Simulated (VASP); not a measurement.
# Fe (Im-3m) in VASP: further runs, part 2 of 2

VASP 6.6.1. The steps go on from the part before.

## Step 4: Single point, LDA, collinear spin, ferromagnetic start

Input file INCAR:

```
PREC = Accurate
ENCUT = 600
EDIFF = 1E-6
ISMEAR = -1
SIGMA = 0.03
LREAL = F
LASPH = T
NELM = 200
ALGO = Normal
ISIF = 2
LWAVE = F
LCHARG = F
ISPIN = 2
MAGMOM = 1.988
LORBIT = 11
LMAXMIX = 4
NBANDS = 18
GGA_COMPAT = F
```

Input file KPOINTS:

```
Automatic mesh
0
Gamma
  16 16 16
```

Input file POSCAR:

```
Fe
1.0
   -1.3745984210      1.3745984210      1.3745984210
    1.3745984210     -1.3745984210      1.3745984210
    1.3745984210      1.3745984210     -1.3745984210
Fe
1
Direct
    0.0000000000      0.0000000000      0.0000000000
```

Potentials or basis: VASP PAW LDA potentials, release 64 (Fe_sv).

The run is started by

```bash
$ cat potpaw_LDA.64/Fe_sv/POTCAR > POTCAR
$ mpirun -np 1 vasp_std > vasp.out
```

OUTCAR:

```text
PREC = Accurate
   ENCUT = 600
   EDIFF = 1E-6
   ISMEAR = -1
   LREAL = F
   LASPH = T
   NELM = 200
   ISIF = 2
   ISPIN = 2
   LORBIT = 11

 ion  position               nearest neighbor table
   1  0.000  0.000  0.000-

  LATTYP: Found a body centered cubic cell.
 ALAT       =     2.7491968420

  Lattice vectors:

 A1 = (  -1.3745984210,   1.3745984210,   1.3745984210)
 A2 = (   1.3745984210,  -1.3745984210,   1.3745984210)
 A3 = (   1.3745984210,   1.3745984210,  -1.3745984210)

Analysis of symmetry for initial positions (statically):
=====================================================================
 Subroutine PRICEL returns:
 Original cell was already a primitive cell.

 Routine SETGRP: Setting up the symmetry group for a
 body centered cubic supercell.

 Subroutine GETGRP returns: Found 48 space group operations
 (whereof 48 operations were pure point group operations)
 out of a pool of 48 trial point group operations.

The static configuration has the point symmetry O_h .

Analysis of symmetry for dynamics (positions and initial velocities):
=====================================================================
 Subroutine PRICEL returns:
 Original cell was already a primitive cell.

 Routine SETGRP: Setting up the symmetry group for a
 body centered cubic supercell.

 Subroutine GETGRP returns: Found 48 space group operations
 (whereof 48 operations were pure point group operations)
 out of a pool of 48 trial point group operations.

The dynamic configuration has the point symmetry O_h .

Analysis of structural, dynamic, and magnetic symmetry:
=====================================================================
 Subroutine PRICEL returns:
 Original cell was already a primitive cell.

 Routine SETGRP: Setting up the symmetry group for a
 body centered cubic supercell.

 Subroutine GETGRP returns: Found 48 space group operations
 (whereof 48 operations were pure point group operations)
 out of a pool of 48 trial point group operations.

The overall configuration has the point symmetry O_h .

 Subroutine INISYM returns: Found 48 space group operations
 (whereof 48 operations are pure point group operations),
 and found     1 'primitive' translations

----------------------------------------------------------------------------------------

                                     Primitive cell

  volume of cell :      10.3893

  direct lattice vectors                    reciprocal lattice vectors
    -1.374598421  1.374598421  1.374598421     0.000000000  0.363742597  0.363742597
     1.374598421 -1.374598421  1.374598421     0.363742597  0.000000000  0.363742597
     1.374598421  1.374598421 -1.374598421     0.363742597  0.363742597  0.000000000

  length of vectors
     2.380874305  2.380874305  2.380874305     0.514409714  0.514409714  0.514409714

  position of ions in fractional coordinates (direct lattice)
     0.000000000  0.000000000  0.000000000

  ion indices of the primitive-cell ions
   primitive index   ion index
                 1           1

----------------------------------------------------------------------------------------

 KPOINTS: Automatic mesh

Automatic generation of k-mesh.
 Grid dimensions read from file:
[... 26 lines left out ...]
  0.250000  0.000000  0.000000     12.000000
  0.312500  0.000000  0.000000     12.000000
[... 16 lines left out ...]
  0.187500  0.187500  0.000000     24.000000
  0.250000  0.187500  0.000000     48.000000
 [... further k-points ...]
   k-points           NKPTS =    145   k-points in BZ     NKDIM =    145   number of bands    NBANDS=     18
   number of dos      NEDOS =    301   number of ions     NIONS =      1
   total plane-waves  NPLWV =   8000
   dimension x,y,z NGX =    20 NGY =   20 NGZ =   20
   dimension x,y,z NGXF=    40 NGYF=   40 NGZF=   40
   ions per type =               1
   NGX,Y,Z   is equivalent  to a cutoff of  13.97, 13.97, 13.97 a.u.
   NGXF,Y,Z  is equivalent  to a cutoff of  27.93, 27.93, 27.93 a.u.
 SYSTEM =  unknown system
   PREC   = accura    normal or accurate (medium, high low for compatibility)
   ISTART =      0    job   : 0-new  1-cont  2-samecut
   ICHARG =      2    charge: 1-file 2-atom 10-const
   ISPIN  =      2    spin polarized calculation?
   LNONCOLLINEAR =      F non collinear calculations
   LSORBIT =      F    spin-orbit coupling
   LASPH  =      T    aspherical Exc in radial PAW
   ENCUT  =  600.0 eV  44.10 Ry    6.64 a.u.   4.76  4.76  4.76*2*pi/ulx,y,z
   NELM   =    200;   NELMIN=  2; NELMDL= -5     # of ELM steps
   EDIFF  = 0.1E-05   stopping-criterion for ELM
   LREAL  =      F    real-space projection
   EDIFFG = 0.1E-04   stopping-criterion for IOM
   NSW    =      0    number of steps for IOM
   IBRION =     -1    ionic relax: 0-MD 1-quasi-New 2-CG
   NFREE  =      0    steps in history (QN), initial steepest desc. (CG)
   ISIF   =      2    stress and relaxation
   ISYM   =      2    0-nonsym 1-usesym 2-fastsym
   POTIM  = 0.5000    time-step for ionic-motion
   TEBEG  =    0.0;   TEEND  =   0.0 temperature during run
   PSTRESS=    0.0 pullay stress
   NELECT =      16.0000    total number of electrons
   NUPDOWN=      -1.0000    fix difference up-down
   EMIN   =  10.00;   EMAX   =-10.00  energy-range for DOS
   EFERMI =   0.00;   METHOD = LEGACY
   ISMEAR =    -1;   SIGMA  =   0.03  broadening in eV -4-tet -1-fermi 0-gaus
   EFERMI_NEDOS =   21; number of points for ismear=-14 and -15
   IALGO  =     38    algorithm
   IMIX   =      4    mixing-type and parameters
     AMIX     =   0.40;   BMIX     =  1.00
     AMIX_MAG =   1.60;   BMIX_MAG =  1.00
  volume/ion in A,a.u.               =      10.39        70.11
  Fermi-wavevector in a.u.,A,eV,Ry     =   1.890539  3.572601 48.629099  3.574138
  Thomas-Fermi vector in A             =   2.931884
   LORBIT       =     11    0 simple, 1 ext, 2 COOP (PROOUT), +10 PAW based schemes
   GGA     = CA    functional components
   LHFCALC =     F    Hartree Fock is set to
   AEXX    =    0.0000 exact exchange contribution
   IVDW    =     0    specifies the selected vdW correction
   LEPSILON=     F    determine dielectric tensor
   LRPA    =     F    only Hartree local field effects (RPA)
 spin polarized calculation
  energy-cutoff  :      600.00
  volume of cell :       10.39
 maximum number of plane-waves:       370
   NGX =  9   NGY =  9   NGZ =  9

 number of electron      16.0000021 magnetization       1.9280652

 Free energy of the ion-electron system (eV)
  ---------------------------------------------------
  ext. energy  EPLUGINS =         0.00000000
  ---------------------------------------------------
  free energy    TOTEN  =        -9.30898811 eV

  energy without entropy =       -9.30570256  energy(sigma->0) =       -9.30734533

 E-fermi :  13.3507     XC(G=0): -14.6896

 val. band max:       13.3458464250   @ k =  -0.4375   0.4375   0.4375
 cond. band min:      13.3592890117   @ k =  -0.4375   0.5000   0.3750
 fundamental gap:      0.0134425867
 Fermi energy:        13.3506609456

 spin component 1

 k-point     1 :       0.0000    0.0000    0.0000
  band No.  band energies     occupation
      1     -73.8293      1.00000
      2     -40.0471      1.00000
      3     -40.0471      1.00000
      4     -40.0471      1.00000
      5       4.1764      1.00000
      6      10.8302      1.00000
[... 493 lines left out ...]
     17      52.2158      0.00000
     18      55.2946      0.00000

 [... further k-points ...]

 spin component 2

 k-point     1 :       0.0000    0.0000    0.0000
  band No.  band energies     occupation
      1     -71.7105      1.00000
      2     -37.9760      1.00000
      3     -37.9760      1.00000
      4     -37.9760      1.00000
      5       4.5420      1.00000
      6      12.3885      1.00000
[... 493 lines left out ...]
     17      52.7246      0.00000
     18      55.8585      0.00000

 [... further k-points ...]
[... 5 lines left out ...]
  --------------------------------------------------------------------------------------
  -------------------------------------------------------------------------------------
  Total       -0.2980247     -0.2980247     -0.2980247      0.0000000     -0.0000000      0.0000000
  in kB      -45.9595010    -45.9595010    -45.9595010      0.0000000     -0.0000000      0.0000000
  external PRESSURE =     -45.9595010 kB  Pullay stress =       0.0000000 kB

 VOLUME and BASIS-vectors are now :
 -----------------------------------------------------------------------------
  energy-cutoff  :      600.00
  volume of cell :       10.39
      direct lattice vectors                 reciprocal lattice vectors
    -1.374598421  1.374598421  1.374598421     0.000000000  0.363742597  0.363742597
     1.374598421 -1.374598421  1.374598421     0.363742597  0.000000000  0.363742597
     1.374598421  1.374598421 -1.374598421     0.363742597  0.363742597  0.000000000

 POSITION                                       TOTAL-FORCE (eV/Angst)
 -----------------------------------------------------------------------------------
      0.00000      0.00000      0.00000        -0.000000     -0.000000      0.000000
 -----------------------------------------------------------------------------------
    total drift:                                0.000000     -0.000000      0.000000

  FREE ENERGIE OF THE ION-ELECTRON SYSTEM (eV)
  ---------------------------------------------------
  free  energy   TOTEN  =        -9.3089881136 eV

  energy  without entropy=       -9.3057025554  energy(sigma->0) =       -9.30734533

 total charge

# of ion       s       p       d       tot
------------------------------------------
    1        2.203   6.048   5.556  13.807

 magnetization (x)

# of ion       s       p       d       tot
------------------------------------------
    1       -0.000  -0.004   1.894   1.890
```

stdout:

```text
POSCAR found type information on POSCAR Fe
 POSCAR found :  1 types and       1 ions
 scaLAPACK will be used
 LDA part: xc-table for (Slater(with rela. corr.)+CA(PZ))
 , standard interpolation
 POSCAR, INCAR and KPOINTS ok, starting setup
 FFT: planning ... GRIDC
 FFT: planning ... GRID_SOFT
 FFT: planning ... GRID
 WAVECAR not read
 entering main loop
```

It took 33 s on 1 thread of Intel Xeon Platinum 8488C (Sapphire Rapids), shared host; peak memory 0.15 GiB.

Results:

| Item | Value |
| --- | --- |
| Free energy | -9.3090 eV |
| Pressure | -4.6 GPa |
| Net moment | 1.93 μB per cell |
| Site moments | Fe +1.89 μB |
| Valence electrons inside the program's atomic spheres | Fe 13.81 |

## Step 5: The runs side by side

| potentials or basis | k mesh | cutoff (eV) | smearing | second run | gap on the mesh (eV) | pressure (GPa) | moment (μB) |
| --- | --- | --- | --- | --- | --- | --- | --- |
| VASP PAW LDA potentials, release 64 (Fe_sv) | 16 × 16 × 16 | 600 | gaussian 0.3 eV | valence_matched | none | -4.2 | 1.92 |
| VASP PAW LDA potentials, release 64 (Fe) | 26 × 26 × 26 | 520 | fermi-dirac 0.05 eV | - | none | -0.6 | 1.95 |
| VASP PAW LDA potentials, release 64 (Fe_sv) | 16 × 16 × 16 | 600 | fermi-dirac 0.03 eV | valence_matched | none | -4.6 | 1.93 |

Alike in all rows: task single point; level LDA; spin collinear, ferromagnetic start; cell as given.

Absolute energies hang on the potentials; compare differences alone.
